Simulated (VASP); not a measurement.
# Se (R-3) in VASP: a series of runs, part 2 of 2

VASP 6.6.1.

### 3 Single point, PBEsol

Input file INCAR:

```
SYSTEM = Se
PREC = Accurate
ENCUT = 520
EDIFF = 1E-6
ISMEAR = 0
SIGMA = 0.02
LREAL = .FALSE.
LASPH = .TRUE.
NELM = 100
ALGO = Normal
ISIF = 2
LWAVE = .FALSE.
LCHARG = .TRUE.
GGA = PS
LELF = .TRUE.
LVHAR = .TRUE.
NBANDS = 27
```

Input file KPOINTS:

```
regular mesh
0
G
  9 9 9
  0 0 0
```

Input file POSCAR:

```
Se
1.0
    5.3491928220      3.0883579157      1.5253951818
   -5.3491928220      3.0883579157      1.5253951818
    0.0000000000     -6.1767158315      1.5253951817
Se
6
Direct
    0.8329868431      0.6977891857      0.0912446697
    0.6977891857      0.0912446697      0.8329868431
    0.0912446697      0.8329868431      0.6977891857
    0.1670131569      0.3022108143      0.9087553303
    0.3022108143      0.9087553303      0.1670131569
    0.9087553303      0.1670131569      0.3022108143
```

Potentials or basis: VASP PAW PBE potentials, release 64 (Se).

The run is started by

```console
cat potpaw_PBE.64/Se/POTCAR > POTCAR
mpirun -np 1 vasp_std > vasp.out
```

OUTCAR:

```text
SYSTEM = Se
   PREC = Accurate
   ENCUT = 520
   EDIFF = 1E-6
   ISMEAR = 0
   LREAL = .FALSE.
   LASPH = .TRUE.
   NELM = 100
   ISIF = 2
   GGA = PS

 ion  position               nearest neighbor table
   1  0.833  0.698  0.091-   5 2.43   6 2.43
   2  0.698  0.091  0.833-   4 2.43   6 2.43
   3  0.091  0.833  0.698-   4 2.43   5 2.43
   4  0.167  0.302  0.909-   2 2.43   3 2.43
   5  0.302  0.909  0.167-   1 2.43   3 2.43
   6  0.909  0.167  0.302-   1 2.43   2 2.43

  LATTYP: Found a trigonal (rhomboedric) cell.
 ALAT       =     6.3622833105
 COS(alpha) =    -0.4137756377

  Lattice vectors:

 A1 = (   5.3491928220,   3.0883579157,   1.5253951818)
 A2 = (  -5.3491928220,   3.0883579157,   1.5253951818)
 A3 = (   0.0000000000,  -6.1767158315,   1.5253951817)

Analysis of symmetry for initial positions (statically):
=====================================================================
 Subroutine PRICEL returns:
 Original cell was already a primitive cell.

 Routine SETGRP: Setting up the symmetry group for a
 trigonal (rhombohedral) supercell.

 Subroutine GETGRP returns: Found  6 space group operations
 (whereof  6 operations were pure point group operations)
 out of a pool of 12 trial point group operations.

The static configuration has the point symmetry S_6 .

Analysis of symmetry for dynamics (positions and initial velocities):
=====================================================================
 Subroutine PRICEL returns:
 Original cell was already a primitive cell.

 Routine SETGRP: Setting up the symmetry group for a
 trigonal (rhombohedral) supercell.

 Subroutine GETGRP returns: Found  6 space group operations
 (whereof  6 operations were pure point group operations)
 out of a pool of 12 trial point group operations.

The dynamic configuration has the point symmetry S_6 .

[... 120 lines left out ...]
   EFERMI =   0.00;   METHOD = LEGACY
   ISMEAR =     0;   SIGMA  =   0.02  broadening in eV -4-tet -1-fermi 0-gaus
   EFERMI_NEDOS =   21; number of points for ismear=-14 and -15
   IALGO  =     38    algorithm
   IMIX   =      4    mixing-type and parameters
     AMIX     =   0.40;   BMIX     =  1.00
     AMIX_MAG =   1.60;   BMIX_MAG =  1.00
  volume/ion in A,a.u.               =      25.20       170.06
  Fermi-wavevector in a.u.,A,eV,Ry     =   1.014672  1.917453 14.008014  1.029560
  Thomas-Fermi vector in A             =   2.147914
   LORBIT       =      0    0 simple, 1 ext, 2 COOP (PROOUT), +10 PAW based schemes
   GGA     = PS    functional components
   LHFCALC =     F    Hartree Fock is set to
   AEXX    =    0.0000 exact exchange contribution
   IVDW    =     0    specifies the selected vdW correction
   LEPSILON=     F    determine dielectric tensor
   LRPA    =     F    only Hartree local field effects (RPA)
 non-spin polarized calculation
 Gauss-broadening in eV      SIGMA  =   0.02
  energy-cutoff  :      520.00
  volume of cell :      151.20
 maximum number of plane-waves:      4110
   NGX = 23   NGY = 23   NGZ = 23

 number of electron      35.9999997 magnetization

 Free energy of the ion-electron system (eV)
  ---------------------------------------------------
  ext. energy  EPLUGINS =         0.00000000
  ---------------------------------------------------
  free energy    TOTEN  =       -22.91540221 eV

  energy without entropy =      -22.91540221  energy(sigma->0) =      -22.91540221

 E-fermi :   3.1834     XC(G=0):  -9.4134

 val. band max:        3.0482523281   @ k =   0.4444   0.0000  -0.0000
 cond. band min:       4.0020493495   @ k =   0.2222  -0.1111  -0.2222
 fundamental gap:      0.9537970214
 Fermi energy:         3.1833978443

 k-point     1 :       0.0000    0.0000    0.0000
  band No.  band energies     occupation
      1     -12.8120      2.00000
      2     -10.5532      2.00000
      3     -10.5532      2.00000
      4      -8.8984      2.00000
      5      -8.8984      2.00000
      6      -7.9799      2.00000
[... 709 lines left out ...]
     26       9.5082      0.00000
     27      10.3127      0.00000

 [... further k-points ...]
[... 5 lines left out ...]
  --------------------------------------------------------------------------------------
  -------------------------------------------------------------------------------------
  Total        0.2015413      0.2015413      0.1027041     -0.0000008     -0.0000000      0.0000000
  in kB        2.1356258      2.1356258      1.0883005     -0.0000086     -0.0000000      0.0000000
  external PRESSURE =       1.7865174 kB  Pullay stress =       0.0000000 kB

 VOLUME and BASIS-vectors are now :
 -----------------------------------------------------------------------------
  energy-cutoff  :      520.00
  volume of cell :      151.20
      direct lattice vectors                 reciprocal lattice vectors
     5.349192822  3.088357916  1.525395182     0.093472046  0.053966111  0.218522608
    -5.349192822  3.088357916  1.525395182    -0.093472046  0.053966111  0.218522608
     0.000000000 -6.176715832  1.525395182     0.000000000 -0.107932222  0.218522608

 POSITION                                       TOTAL-FORCE (eV/Angst)
 -----------------------------------------------------------------------------------
      0.72320      4.16399      2.47422         0.005185     -0.021134     -0.026295
      3.24452     -2.70830      2.47422        -0.020896      0.006076     -0.026295
     -3.96772     -1.45569      2.47422         0.015710      0.015058     -0.026295
     -0.72320     -4.16399      2.10196        -0.005185      0.021134      0.026295
     -3.24452      2.70830      2.10196         0.020896     -0.006076      0.026295
      3.96772      1.45569      2.10196        -0.015710     -0.015058      0.026295
 -----------------------------------------------------------------------------------
    total drift:                                0.000000      0.000000      0.000000

  FREE ENERGIE OF THE ION-ELECTRON SYSTEM (eV)
  ---------------------------------------------------
  free  energy   TOTEN  =       -22.9154022075 eV

  energy  without entropy=      -22.9154022075  energy(sigma->0) =      -22.91540221
```

OSZICAR:

```text
N       E                     dE             d eps       ncg     rms          rms(c)
DAV:   1     0.191308680938E+03    0.19131E+03   -0.14858E+04  6750   0.113E+03
DAV:   2    -0.688667364702E+01   -0.19820E+03   -0.19108E+03  8929   0.189E+02
DAV:   3    -0.229127213538E+02   -0.16026E+02   -0.15870E+02  8748   0.577E+01
DAV:   4    -0.231054454018E+02   -0.19272E+00   -0.19229E+00  7878   0.714E+00
DAV:   5    -0.231071671779E+02   -0.17218E-02   -0.17214E-02  8197   0.704E-01    0.982E+00
DAV:   6    -0.229708679851E+02    0.13630E+00   -0.72506E-02  7713   0.131E+00    0.598E+00
DAV:   7    -0.229163502198E+02    0.54518E-01   -0.14747E-01  7858   0.184E+00    0.260E-01
DAV:   8    -0.229153196176E+02    0.10306E-02   -0.14557E-02  7281   0.591E-01    0.124E-01
DAV:   9    -0.229153920957E+02   -0.72478E-04   -0.39336E-04  8046   0.990E-02    0.382E-02
DAV:  10    -0.229154004448E+02   -0.83491E-05   -0.36642E-05  7971   0.304E-02    0.838E-03
DAV:  11    -0.229154019806E+02   -0.15358E-05   -0.52099E-06  7594   0.113E-02    0.462E-03
DAV:  12    -0.229154022075E+02   -0.22685E-06   -0.83443E-07  4209   0.463E-03
   1 F= -.22915402E+02 E0= -.22915402E+02  d E =-.137452E-23
```

stdout:

```text
POSCAR found type information on POSCAR Se
 POSCAR found :  1 types and       6 ions
 scaLAPACK will be used
 -----------------------------------------------------------------------------
|                                                                             |
|                                                                             |
|     You enforced a specific xc type in the INCAR file but a different       |
|     I HOPE YOU KNOW WHAT YOU ARE DOING!                                     |
|                                                                             |
 -----------------------------------------------------------------------------

 LDA part: xc-table for (Slater+PW92), standard interpolation
 POSCAR, INCAR and KPOINTS ok, starting setup
 FFT: planning ... GRIDC
 FFT: planning ... GRID_SOFT
 FFT: planning ... GRID
 WAVECAR not read
 entering main loop
```

Run time: 20 min. Hardware: 1 thread of Oxide Virtual Turin-like, shared host; peak memory 0.52 GiB.

What came out:

| Item | Value |
| --- | --- |
| Free energy | -22.9154 eV |
| Pressure | 0.2 GPa |
| Largest force | 0.034 eV/Å |
| Band gap on the k mesh | 0.95 eV, indirect (least direct gap 1.02 eV) |

Forces in eV/Å, atoms in the order of the input:
```
Se   0.005 -0.021 -0.026
Se  -0.021  0.006 -0.026
Se   0.016  0.015 -0.026
Se  -0.005  0.021  0.026
Se   0.021 -0.006  0.026
Se  -0.016 -0.015  0.026
```

Caveat: the PAW data sets were made with another functional, which shifts forces and pressure a little. A k mesh can miss the band edges.
